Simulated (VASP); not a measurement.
# HfC (P6_3/mmc) in VASP: further runs, part 2 of 2

VASP 6.6.1.

### 3 Relaxation of shape and atoms at fixed volume, PBEsol (13.20 Å³/atom)

This run uses another cell than the first one, of 13.20 Å³/atom.

File INCAR:

```
PREC     = Accurate       # precision mode
ENCUT    = 600            # plane-wave cutoff, eV
EDIFF    = 1E-6           # SCF threshold, eV
ISMEAR   = 0              # smearing method
SIGMA    = 0.05           # smearing width, eV
LREAL    = F              # projectors in reciprocal space
LASPH    = T              # aspherical terms in the spheres
NELM     = 100            # most SCF steps
ALGO     = Normal         # electronic algorithm
ISIF     = 4              # what is computed and relaxed
LWAVE    = F              # write WAVECAR
LCHARG   = F              # write CHGCAR
GGA      = PS             # functional
IBRION   = 2              # ionic algorithm
NSW      = 60             # ionic steps
EDIFFG   = -0.01          # ionic threshold
```

File KPOINTS:

```
Automatic mesh
0
Gamma
  10 10 6
```

File POSCAR:

```
HfC
1.0
    3.2546212811      0.0000000000      0.0000000000
   -1.6273106405      2.8185847092      0.0000000000
    0.0000000000      0.0000000000      5.7566262451
Hf C
2 2
Direct
    0.0000000000      0.0000000000      0.0000000000
    0.0000000000      0.0000000000      0.5000000000
    0.3333333333      0.6666666667      0.2500000000
    0.6666666667      0.3333333333      0.7500000000
```

Potentials or basis: VASP PAW PBE potentials, release 64 (Hf_pv, C).

Launch:

```console
cat potpaw_PBE.64/Hf_pv/POTCAR potpaw_PBE.64/C/POTCAR > POTCAR
mpirun -np 1 vasp_std > vasp.out
```

OUTCAR:

```text
PREC = Accurate
   ENCUT = 600
   EDIFF = 1E-6
   ISMEAR = 0
   LREAL = F
   LASPH = T
   NELM = 100
   ISIF = 4
   GGA = PS
   IBRION = 2
   NSW = 60
   EDIFFG = -0.01

 ion  position               nearest neighbor table
   1  0.000  0.000  0.000-   3 2.37   4 2.37   4 2.37   3 2.37   4 2.37   3 2.37   2 2.88   2 2.88

   2  0.000  0.000  0.500-   3 2.37   4 2.37   4 2.37   3 2.37   4 2.37   3 2.37   1 2.88   1 2.88

   3  0.333  0.667  0.250-   1 2.37   2 2.37   1 2.37   2 2.37   1 2.37   2 2.37
   4  0.667  0.333  0.750-   1 2.37   2 2.37   1 2.37   2 2.37   1 2.37   2 2.37

  LATTYP: Found a hexagonal cell.
 ALAT       =     3.2546212811
 C/A-ratio  =     1.7687545640

  Lattice vectors:

 A1 = (   3.2546212811,   0.0000000000,   0.0000000000)
 A2 = (  -1.6273106405,   2.8185847092,   0.0000000000)
 A3 = (   0.0000000000,   0.0000000000,   5.7566262451)

Analysis of symmetry for initial positions (statically):
=====================================================================
 Subroutine PRICEL returns:
 Original cell was already a primitive cell.

 Routine SETGRP: Setting up the symmetry group for a
 hexagonal supercell.
[... 181 lines left out ...]
  --------------------------------------------------------------------------------------
  -------------------------------------------------------------------------------------
  Total       -1.4820412     -1.4820412     -1.8942192     -0.0000000      0.0000000      0.0000000
  in kB      -44.9646574    -44.9646574    -57.4700049     -0.0000000      0.0000000      0.0000000
  external PRESSURE =     -49.1331066 kB  Pullay stress =       0.0000000 kB
[... 63 lines left out ...]
--------------------------------------- Ionic step        3  -------------------------------------------

 number of electron      28.0000002 magnetization

 Free energy of the ion-electron system (eV)
  ---------------------------------------------------
  ext. energy  EPLUGINS =         0.00000000
  ---------------------------------------------------
  free energy    TOTEN  =       -42.13921942 eV

  energy without entropy =      -42.13788789  energy(sigma->0) =      -42.13855365

 E-fermi :   5.2802     XC(G=0): -12.1363

 val. band max:        5.2493277518   @ k =   0.1000   0.0000   0.0000
 cond. band min:       5.2944243775   @ k =   0.4000  -0.0000   0.1667
 fundamental gap:      0.0450966257
 Fermi energy:         5.2802003008

 k-point     1 :       0.0000    0.0000    0.0000
  band No.  band energies     occupation
      1     -25.1533      2.00000
      2     -24.4090      2.00000
      3     -24.4090      2.00000
      4     -24.2911      2.00000
      5     -24.2911      2.00000
      6     -24.0302      2.00000
[... 481 lines left out ...]
      5     -24.4428      2.00000
      6     -24.0406      2.00000
[... 10 lines left out ...]
     17      10.0220      0.00000
     18      10.9099      0.00000

 [... further k-points ...]

------------------------ aborting loop because EDIFF is reached ----------------------------------------

  FORCE on cell =-STRESS in cart. coord.  units (eV):
  Direction    XX          YY          ZZ          XY          YZ          ZX
  --------------------------------------------------------------------------------------
  -------------------------------------------------------------------------------------
  Total       -1.5955926     -1.5955926     -1.5939974     -0.0000000      0.0000000      0.0000000
  in kB      -48.4097682    -48.4097682    -48.3613699     -0.0000000      0.0000000      0.0000000
  external PRESSURE =     -48.3936354 kB  Pullay stress =       0.0000000 kB
[... 19 lines left out ...]
  FREE ENERGIE OF THE ION-ELECTRON SYSTEM (eV)
  ---------------------------------------------------
  free  energy   TOTEN  =       -42.1392194221 eV

  energy  without entropy=      -42.1378878871  energy(sigma->0) =      -42.13855365

 reached required accuracy - stopping structural energy minimisation
```

OSZICAR:

```text
N       E                     dE             d eps       ncg     rms          rms(c)
DAV:   1     0.103442858688E+03    0.10344E+03   -0.16964E+04  2016   0.168E+03
DAV:   2    -0.426284575218E+02   -0.14607E+03   -0.14266E+03  2728   0.342E+02
DAV:   3    -0.481977703346E+02   -0.55693E+01   -0.55310E+01  2458   0.504E+01
DAV:   4    -0.482771710593E+02   -0.79401E-01   -0.79283E-01  2712   0.610E+00
[... 18 lines left out ...]
DAV:   1    -0.421395615863E+02   -0.64283E-03   -0.27540E-02  2068   0.130E+00    0.224E-01
DAV:   2    -0.421393142315E+02    0.24735E-03   -0.54454E-04  2322   0.157E-01    0.559E-02
DAV:   3    -0.421392350702E+02    0.79161E-04   -0.92459E-05  2638   0.555E-02    0.336E-02
DAV:   4    -0.421392195466E+02    0.15524E-04   -0.30850E-05  2700   0.334E-02    0.212E-02
DAV:   5    -0.421392194221E+02    0.12456E-06   -0.12410E-06  1486   0.826E-03
   3 F= -.42139219E+02 E0= -.42138554E+02  d E =-.354604E-03
```

Run time: 44 s. Hardware: 1 thread of Intel Xeon 6975P-C (Granite Rapids), shared host; peak memory 0.22 GiB.

Results:

| Item | Value |
| --- | --- |
| Free energy | -42.1392 eV |
| Energy gained by relaxing | 0.1 meV/atom |
| Ionic steps | 3 |
| Pressure after relaxing | -4.8 GPa |
| Band gap on the k mesh | zero (bands 14 and 15 overlap by 1.59 eV) |

The path:
| step | energy change (eV) | largest force (eV/Å) | pressure (GPa) | volume (Å³) |
| --- | --- | --- | --- | --- |
| 1 | 0.0000 | 0.0000 | -4.91 | 52.81 |
| 2 | -0.0001 | 0.0000 | -4.75 | 52.81 |
| 3 | -0.0004 | 0.0000 | -4.84 | 52.81 |

Final structure:
```
CELL_PARAMETERS angstrom
3.25742 0.00000 0.00000
-1.62871 2.82101 0.00000
0.00000 0.00000 5.74674
ATOMIC_POSITIONS crystal
Hf 0.00000 0.00000 0.00000
Hf 0.00000 0.00000 0.50000
C 0.33333 0.66667 0.25000
C 0.66667 0.33333 0.75000
```

Caveat: the PAW data sets were made with another functional, which shifts forces and pressure a little; spin-orbit coupling is left out, which moves the levels of the heavy elements.

### 4 Relaxation of shape and atoms at fixed volume, PBEsol (13.46 Å³/atom)

This run uses another cell than the first one, of 13.46 Å³/atom.

File INCAR:

```
ALGO = Normal
EDIFF = 1E-6
EDIFFG = -0.01
ENCUT = 600
GGA = PS
IBRION = 2
ISIF = 4
ISMEAR = 0
LASPH = True
LCHARG = False
LREAL = False
LWAVE = False
NELM = 100
NSW = 60
PREC = Accurate
SIGMA = 0.05
```

File KPOINTS:

```
k-points
0
Gamma
  10 10 6
```

File POSCAR:

```
HfC
1.0
    3.2779344652      0.0000000000      0.0000000000
   -1.6389672326      2.8387745188      0.0000000000
    0.0000000000      0.0000000000      5.7863085378
Hf C
2 2
Direct
    0.0000000000      0.0000000000      0.0000000000
    0.0000000000      0.0000000000      0.5000000000
    0.3333333333      0.6666666667      0.2500000000
    0.6666666667      0.3333333333      0.7500000000
```

Launch:

```console
cat potpaw_PBE.64/Hf_pv/POTCAR potpaw_PBE.64/C/POTCAR > POTCAR
mpirun -np 1 vasp_std > vasp.out
```

It took 44 s on 1 thread of Intel Xeon 6975P-C (Granite Rapids), shared host; peak memory 0.23 GiB.

It converged, with:

- Free energy: -42.0960 eV
- Energy gained by relaxing: 0.1 meV/atom
- Ionic steps: 3
- Pressure after relaxing: -8.7 GPa
- Band gap on the k mesh: zero (bands 14 and 15 overlap by 1.56 eV)

The path:
```csv
step,energy change (eV),largest force (eV/Å),pressure (GPa),volume (Å³)
1,0.0000,0.0000,-8.76,53.84
2,-0.0001,0.0000,-8.61,53.84
3,-0.0003,0.0000,-8.69,53.84
```

Final structure:
```xyz
4
Lattice="3.2807 0.0000 0.0000 -1.6404 2.8412 0.0000 0.0000 0.0000 5.7764" Properties=species:S:1:pos:R:3 pbc="T T T"
Hf    0.0000    0.0000    0.0000
Hf    0.0000    0.0000    2.8882
C     0.0000    1.8941    1.4441
C     1.6404    0.9471    4.3323
```

Levels at points of the mesh, in eV from the Fermi level:
| k point | band 11 | band 12 | band 13 | band 14 | band 15 | band 16 | band 17 | band 18 |
| --- | --- | --- | --- | --- | --- | --- | --- | --- |
| (0.00, 0.00, 0.00) | -2.20 | -1.13 | 0.84 | 1.42 | 1.42 | 2.05 | 2.05 | 2.20 |
| (0.50, 0.00, 0.00) | -2.45 | -1.80 | -1.05 | -0.98 | 0.36 | 2.08 | 5.43 | 5.49 |
| (0.00, 0.00, 0.50) | -1.10 | -1.10 | -1.10 | -1.10 | 2.85 | 2.85 | 3.11 | 3.11 |
| (0.50, 0.00, 0.50) | -1.81 | -1.81 | -1.30 | -1.30 | 1.12 | 1.12 | 5.79 | 5.79 |

Caveat: the PAW data sets were made with another functional, which shifts forces and pressure a little; spin-orbit coupling is left out, which moves the levels of the heavy elements.

### 5 The runs side by side

```csv
cell,gap on the mesh (eV),pressure (GPa)
"relaxed from a = 3.187, b = 3.187, c = 5.649 Å, angles 90.0, 90.0, 120.0°, 4 atoms",none,9.3
"relaxed from a = 3.255, b = 3.255, c = 5.757 Å, angles 90.0, 90.0, 120.0°, 4 atoms",none,-4.8
"relaxed from a = 3.278, b = 3.278, c = 5.786 Å, angles 90.0, 90.0, 120.0°, 4 atoms",none,-8.7
```

Alike in all rows: task relaxation of shape and atoms at fixed volume; level PBEsol; potentials or basis VASP PAW PBE potentials, release 64 (Hf_pv, C); no spin polarisation; k mesh 10 × 10 × 6; cutoff (eV) 600; smearing gaussian 0.05 eV.

Caveats: the PAW data sets were made with another functional, which shifts forces and pressure a little; spin-orbit coupling is left out, which moves the levels of the heavy elements.

Total energies depend on the potentials used, so only differences within one code and one set of settings carry meaning.
